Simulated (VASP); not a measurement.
# Nd (Fm-3m) in VASP: single point with PBE

Aim: the single point of Nd with PBE.

All numbers are computed with VASP 6.6.1; they aren't measurements. Logs are shortened: lines on timing, memory, paths and dates and some standing lists are left out, and cuts for length are marked.

## (1) The cell of the first run

The structure is cubic, space group Fm-3m (No. 225). Conventional cell: a = 5.152 Å, b = 5.152 Å, c = 5.152 Å, α = 90.00°, β = 90.00°, γ = 90.00°. Nd (site symmetry m-3m) has 12 Nd at 3.64 Å within 4.8 Å.

## (2) Single point, PBE, collinear spin, ferromagnetic start

The input, INCAR:

```
SYSTEM = Nd
PREC = Accurate
ENCUT = 520
EDIFF = 1E-6
ISMEAR = 0
SIGMA = 0.05
LREAL = .FALSE.
LASPH = .TRUE.
NELM = 150
ALGO = Fast
ISIF = 2
LWAVE = .FALSE.
LCHARG = .FALSE.
ISPIN = 2
MAGMOM = 3
LORBIT = 11
LMAXMIX = 6
GGA = PE
NBANDS = 17
```

The input, KPOINTS:

```
regular mesh
0
G
  6 6 6
  0 0 0
```

The input, POSCAR:

```
Nd
1.0
    0.0000000000      2.5760755239      2.5760755239
    2.5760755239      0.0000000000      2.5760755239
    2.5760755239      2.5760755239      0.0000000000
Nd
1
Direct
    0.0000000000      0.0000000000      0.0000000000
```

Potentials or basis: VASP PAW PBE potentials, release 64 (Nd).

Command:

```
> cat potpaw_PBE.64/Nd/POTCAR > POTCAR
> mpirun -np 1 vasp_std > vasp.out
```

OUTCAR:

```text
SYSTEM = Nd
   PREC = Accurate
   ENCUT = 520
   EDIFF = 1E-6
   ISMEAR = 0
   LREAL = .FALSE.
   LASPH = .TRUE.
   NELM = 150
   ISIF = 2
   ISPIN = 2
   LORBIT = 11
   GGA = PE

 ion  position               nearest neighbor table
   1  0.000  0.000  0.000-

  LATTYP: Found a face centered cubic cell.
 ALAT       =     5.1521510478

  Lattice vectors:

 A1 = (   0.0000000000,   2.5760755239,   2.5760755239)
 A2 = (   2.5760755239,   0.0000000000,   2.5760755239)
 A3 = (   2.5760755239,   2.5760755239,   0.0000000000)

Analysis of symmetry for initial positions (statically):
=====================================================================
 Subroutine PRICEL returns:
 Original cell was already a primitive cell.

 Routine SETGRP: Setting up the symmetry group for a
 face centered cubic supercell.

 Subroutine GETGRP returns: Found 48 space group operations
 (whereof 48 operations were pure point group operations)
 out of a pool of 48 trial point group operations.

The static configuration has the point symmetry O_h .

Analysis of symmetry for dynamics (positions and initial velocities):
=====================================================================
 Subroutine PRICEL returns:
 Original cell was already a primitive cell.

 Routine SETGRP: Setting up the symmetry group for a
 face centered cubic supercell.

 Subroutine GETGRP returns: Found 48 space group operations
 (whereof 48 operations were pure point group operations)
 out of a pool of 48 trial point group operations.

The dynamic configuration has the point symmetry O_h .

Analysis of structural, dynamic, and magnetic symmetry:
=====================================================================
 Subroutine PRICEL returns:
 Original cell was already a primitive cell.

 Routine SETGRP: Setting up the symmetry group for a
 face centered cubic supercell.

 Subroutine GETGRP returns: Found 48 space group operations
 (whereof 48 operations were pure point group operations)
 out of a pool of 48 trial point group operations.

The overall configuration has the point symmetry O_h .

 Subroutine INISYM returns: Found 48 space group operations
 (whereof 48 operations are pure point group operations),
 and found     1 'primitive' translations

----------------------------------------------------------------------------------------

                                     Primitive cell

  volume of cell :      34.1905

  direct lattice vectors                    reciprocal lattice vectors
     0.000000000  2.576075524  2.576075524    -0.194093688  0.194093688  0.194093688
     2.576075524  0.000000000  2.576075524     0.194093688 -0.194093688  0.194093688
     2.576075524  2.576075524  0.000000000     0.194093688  0.194093688 -0.194093688

  length of vectors
     3.643120944  3.643120944  3.643120944     0.336180130  0.336180130  0.336180130

  position of ions in fractional coordinates (direct lattice)
     0.000000000  0.000000000  0.000000000

  ion indices of the primitive-cell ions
   primitive index   ion index
                 1           1

----------------------------------------------------------------------------------------

 KPOINTS: regular mesh

Automatic generation of k-mesh.
 Grid dimensions read from file:
 generate k-points for:    6    6    6

 Generating k-lattice:

  Cartesian coordinates                     Fractional coordinates (reciprocal lattice)
    -0.032348948  0.032348948  0.032348948     0.166666667  0.000000000  0.000000000
     0.032348948 -0.032348948  0.032348948     0.000000000  0.166666667  0.000000000
     0.032348948  0.032348948 -0.032348948     0.000000000  0.000000000  0.166666667

  Length of vectors
     0.056030022  0.056030022  0.056030022

  Shift w.r.t. Gamma in fractional coordinates (k-lattice)
     0.000000000  0.000000000  0.000000000

 Subroutine IBZKPT returns following result:
 ===========================================

 Found     16 irreducible k-points:

 Following reciprocal coordinates:
            Coordinates               Weight
  0.000000  0.000000  0.000000      1.000000
  0.166667  0.000000  0.000000      8.000000
  0.333333  0.000000  0.000000      8.000000
  0.500000  0.000000  0.000000      4.000000
  0.166667  0.166667  0.000000      6.000000
  0.333333  0.166667  0.000000     24.000000
[... 8 lines left out ...]
 -0.333333  0.333333  0.166667     24.000000
 -0.333333  0.500000  0.166667     12.000000
   k-points           NKPTS =     16   k-points in BZ     NKDIM =     16   number of bands    NBANDS=     17
   number of dos      NEDOS =    301   number of ions     NIONS =      1
   total plane-waves  NPLWV =  21952
   dimension x,y,z NGX =    28 NGY =   28 NGZ =   28
   dimension x,y,z NGXF=    56 NGYF=   56 NGZF=   56
   ions per type =               1
   NGX,Y,Z   is equivalent  to a cutoff of  12.78, 12.78, 12.78 a.u.
   NGXF,Y,Z  is equivalent  to a cutoff of  25.55, 25.55, 25.55 a.u.
 SYSTEM =  Nd
   PREC   = accura    normal or accurate (medium, high low for compatibility)
   ISTART =      0    job   : 0-new  1-cont  2-samecut
   ICHARG =      2    charge: 1-file 2-atom 10-const
   ISPIN  =      2    spin polarized calculation?
   LNONCOLLINEAR =      F non collinear calculations
   LSORBIT =      F    spin-orbit coupling
   LASPH  =      T    aspherical Exc in radial PAW
   ENCUT  =  520.0 eV  38.22 Ry    6.18 a.u.   6.77  6.77  6.77*2*pi/ulx,y,z
   NELM   =    150;   NELMIN=  2; NELMDL= -5     # of ELM steps
   EDIFF  = 0.1E-05   stopping-criterion for ELM
   LREAL  =      F    real-space projection
   EDIFFG = 0.1E-04   stopping-criterion for IOM
   NSW    =      0    number of steps for IOM
   IBRION =     -1    ionic relax: 0-MD 1-quasi-New 2-CG
   NFREE  =      0    steps in history (QN), initial steepest desc. (CG)
   ISIF   =      2    stress and relaxation
   ISYM   =      2    0-nonsym 1-usesym 2-fastsym
   POTIM  = 0.5000    time-step for ionic-motion
   TEBEG  =    0.0;   TEEND  =   0.0 temperature during run
   PSTRESS=    0.0 pullay stress
   NELECT =      14.0000    total number of electrons
   NUPDOWN=      -1.0000    fix difference up-down
   EMIN   =  10.00;   EMAX   =-10.00  energy-range for DOS
   EFERMI =   0.00;   METHOD = LEGACY
   ISMEAR =     0;   SIGMA  =   0.05  broadening in eV -4-tet -1-fermi 0-gaus
   EFERMI_NEDOS =   21; number of points for ismear=-14 and -15
   IALGO  =     68    algorithm
   IMIX   =      4    mixing-type and parameters
     AMIX     =   0.40;   BMIX     =  1.00
     AMIX_MAG =   1.60;   BMIX_MAG =  1.00
  volume/ion in A,a.u.               =      34.19       230.73
  Fermi-wavevector in a.u.,A,eV,Ry     =   1.215670  2.297283 20.107408  1.477853
  Thomas-Fermi vector in A             =   2.351049
   LORBIT       =     11    0 simple, 1 ext, 2 COOP (PROOUT), +10 PAW based schemes
   GGA     = PE    functional components
   LHFCALC =     F    Hartree Fock is set to
   AEXX    =    0.0000 exact exchange contribution
   IVDW    =     0    specifies the selected vdW correction
   LEPSILON=     F    determine dielectric tensor
   LRPA    =     F    only Hartree local field effects (RPA)
 spin polarized calculation
 RMM-DIIS sequential band-by-band and
 Gauss-broadening in eV      SIGMA  =   0.05
  energy-cutoff  :      520.00
  volume of cell :       34.19
 maximum number of plane-waves:       941
   NGX = 13   NGY = 13   NGZ = 13

 number of electron      13.9999993 magnetization       4.1946585

 Free energy of the ion-electron system (eV)
  ---------------------------------------------------
  ext. energy  EPLUGINS =         0.00000000
  ---------------------------------------------------
  free energy    TOTEN  =        -6.49904054 eV

  energy without entropy =       -6.49594181  energy(sigma->0) =       -6.49749117

 E-fermi :   4.6190     XC(G=0):  -9.8829

 val. band max:        4.6157637301   @ k =   0.5000   0.0000   0.0000
 cond. band min:       4.6547017341   @ k =   0.1667   0.0000   0.0000
 fundamental gap:      0.0389380040
 Fermi energy:         4.6190388020

 spin component 1

 k-point     1 :       0.0000    0.0000    0.0000
  band No.  band energies     occupation
      1     -32.7039      1.00000
      2     -13.3409      1.00000
      3     -13.3409      1.00000
      4     -13.3409      1.00000
      5       0.5777      1.00000
      6       4.3927      1.00000
[... 9 lines left out ...]
     16       8.7819      0.00000
     17       8.7819      0.00000

 k-point     2 :       0.1667    0.0000    0.0000
  band No.  band energies     occupation
      1     -32.6688      1.00000
      2     -13.6643      1.00000
      3     -13.3799      1.00000
      4     -13.3799      1.00000
      5       1.3421      1.00000
      6       4.2769      1.00000
[... 9 lines left out ...]
     16       8.5690      0.00000
     17       8.5691      0.00000

 k-point     3 :       0.3333    0.0000    0.0000
  band No.  band energies     occupation
      1     -32.5976      1.00000
      2     -14.2558      1.00000
      3     -13.4565      1.00000
      4     -13.4565      1.00000
      5       2.4485      1.00000
      6       4.1449      1.00000
[... 9 lines left out ...]
     16       9.5362      0.00000
     17       9.5412      0.00000

 k-point     4 :       0.5000    0.0000    0.0000
  band No.  band energies     occupation
      1     -32.5613      1.00000
      2     -14.5294      1.00000
      3     -13.4940      1.00000
      4     -13.4940      1.00000
      5       2.5695      1.00000
      6       4.1024      1.00000
[... 9 lines left out ...]
     16      10.6908      0.00000
     17      11.0540      0.00000
[... 182 lines left out ...]
  band No.  band energies     occupation
      1     -32.5503      1.00000
      2     -14.2364      1.00000
      3     -13.8269      1.00000
      4     -13.6020      1.00000
      5       3.6062      1.00000
      6       4.0438      1.00000
[... 9 lines left out ...]
     16       9.1338      0.00000
     17      11.7137      0.00000

 k-point    15 :      -0.3333    0.3333    0.1667
  band No.  band energies     occupation
      1     -32.5262      1.00000
      2     -14.2677      1.00000
      3     -13.9721      1.00000
      4     -13.6692      1.00000
      5       3.9065      1.00000
      6       3.9657      1.00000
[... 9 lines left out ...]
     16      10.1997      0.00000
     17      12.8643      0.00000

 k-point    16 :      -0.3333    0.5000    0.1667
  band No.  band energies     occupation
      1     -32.5144      1.00000
      2     -14.2889      1.00000
      3     -13.9458      1.00000
      4     -13.7809      1.00000
      5       3.3396      1.00000
      6       3.8736      1.00000
[... 9 lines left out ...]
     16      11.2696      0.00000
     17      13.6299      0.00000
 Fermi energy:         4.6190388020

 spin component 2

 k-point     1 :       0.0000    0.0000    0.0000
  band No.  band energies     occupation
      1     -31.0486      1.00000
      2     -11.9961      1.00000
      3     -11.9961      1.00000
      4     -11.9961      1.00000
      5       1.5583      1.00000
      6       6.2914      0.00000
[... 9 lines left out ...]
     16       9.6229      0.00000
     17       9.6229      0.00000

 k-point     2 :       0.1667    0.0000    0.0000
  band No.  band energies     occupation
      1     -31.0106      1.00000
      2     -12.3389      1.00000
      3     -12.0362      1.00000
      4     -12.0362      1.00000
      5       2.3383      1.00000
      6       5.9847      0.00000
[... 9 lines left out ...]
     16       9.4780      0.00000
     17       9.4780      0.00000

 k-point     3 :       0.3333    0.0000    0.0000
  band No.  band energies     occupation
      1     -30.9335      1.00000
      2     -12.9629      1.00000
      3     -12.1150      1.00000
      4     -12.1150      1.00000
      5       3.5090      1.00000
      6       6.1384      0.00000
[... 9 lines left out ...]
     16      10.5681      0.00000
     17      10.5681      0.00000

 k-point     4 :       0.5000    0.0000    0.0000
  band No.  band energies     occupation
      1     -30.8943      1.00000
      2     -13.2502      1.00000
      3     -12.1536      1.00000
      4     -12.1536      1.00000
      5       3.6697      1.00000
      6       6.1939      0.00000
[... 9 lines left out ...]
     16      11.6692      0.00000
     17      11.6746      0.00000
[... 183 lines left out ...]
      1     -30.8823      1.00000
      2     -12.9381      1.00000
      3     -12.5061      1.00000
      4     -12.2690      1.00000
      5       4.5130      0.99864
      6       5.3573      0.00000
[... 9 lines left out ...]
     16      10.3624      0.00000
     17      12.8188      0.00000

 k-point    15 :      -0.3333    0.3333    0.1667
  band No.  band energies     occupation
      1     -30.8562      1.00000
      2     -12.9714      1.00000
      3     -12.6570      1.00000
      4     -12.3406      1.00000
      5       4.7516      0.00009
      6       5.2988      0.00000
[... 9 lines left out ...]
     16      11.3784      0.00000
     17      13.8896      0.00000

 k-point    16 :      -0.3333    0.5000    0.1667
  band No.  band energies     occupation
      1     -30.8435      1.00000
      2     -12.9878      1.00000
      3     -12.6304      1.00000
      4     -12.4608      1.00000
      5       4.0405      1.00000
      6       5.1257      0.00000
[... 9 lines left out ...]
     16      12.3811      0.00000
     17      14.3291      0.00000

------------------------ aborting loop because EDIFF is reached ----------------------------------------

  FORCE on cell =-STRESS in cart. coord.  units (eV):
  Direction    XX          YY          ZZ          XY          YZ          ZX
  --------------------------------------------------------------------------------------
  -------------------------------------------------------------------------------------
  Total        0.1646285      0.1646285      0.1646285     -0.0000000     -0.0000000      0.0000000
  in kB        7.7145379      7.7145379      7.7145379     -0.0000000     -0.0000000      0.0000000
  external PRESSURE =       7.7145379 kB  Pullay stress =       0.0000000 kB

 VOLUME and BASIS-vectors are now :
 -----------------------------------------------------------------------------
  energy-cutoff  :      520.00
  volume of cell :       34.19
      direct lattice vectors                 reciprocal lattice vectors
     0.000000000  2.576075524  2.576075524    -0.194093688  0.194093688  0.194093688
     2.576075524  0.000000000  2.576075524     0.194093688 -0.194093688  0.194093688
     2.576075524  2.576075524  0.000000000     0.194093688  0.194093688 -0.194093688

 POSITION                                       TOTAL-FORCE (eV/Angst)
 -----------------------------------------------------------------------------------
      0.00000      0.00000      0.00000         0.000000      0.000000      0.000000
 -----------------------------------------------------------------------------------
    total drift:                                0.000000     -0.000000     -0.000000

  FREE ENERGIE OF THE ION-ELECTRON SYSTEM (eV)
  ---------------------------------------------------
  free  energy   TOTEN  =        -6.4990405380 eV

  energy  without entropy=       -6.4959418052  energy(sigma->0) =       -6.49749117

 total charge

# of ion       s       p       d       f       tot
--------------------------------------------------
    1        2.027   5.362   0.557   3.261  11.207

 magnetization (x)

# of ion       s       p       d       f       tot
--------------------------------------------------
    1       -0.006  -0.090   0.250   3.237   3.391
```

Run time: 1.8 min. Hardware: 1 thread of Intel Xeon Platinum 8259CL at 2.50GHz (Skylake/Cascade Lake), shared host; peak memory 0.19 GiB.

What came out:

```
Free energy                                           : -6.4990 eV
Pressure                                              : 0.8 GPa
Net moment                                            : 4.19 μB per cell
Site moments                                          : Nd +3.39 μB
Valence electrons inside the program's atomic spheres : Nd 11.21
```

Caveat: the magnetic or orbital state may not be the lowest; spin-orbit coupling is left out, which moves the levels of the heavy elements. The state reached can hang on the start; a lower one may exist.
